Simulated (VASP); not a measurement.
Crystal: Si.

```
CELL_PARAMETERS angstrom
-2.37137 2.37137 1.32926
2.37137 -2.37137 1.32926
2.37137 2.37137 -1.32926
ATOMIC_POSITIONS crystal
Si 0.25000 0.75000 0.50000
Si 0.50000 0.50000 0.00000
```

Base run:

- Program: VASP 6.6.1
- Functional: PBE
- Potentials or basis: VASP PAW PBE potentials, release 64 (Si)
- Cutoff: 520 eV
- k mesh: 13 × 13 × 13
- Occupations: fermi-dirac, width 0.15 eV
- Spin: no spin polarisation

Its results: band gap on the k mesh zero (band 4 reaches 11.49 eV, above the bottom of band 5 at 5.29 eV); pressure 3.3 GPa.

**Question.** The run is repeated on the same cell with these changes: functional from PBE to RPBE. What comes out?

**Answer.** Band gap on the k mesh zero (band 4 reaches 11.56 eV, above the bottom of band 5 at 5.36 eV); pressure 4.5 GPa.

RPBE binds less tightly than PBE, so the same cell stands under more pressure.

Caveats: the PAW data sets were made with another functional, which shifts forces and pressure a little (some runs).
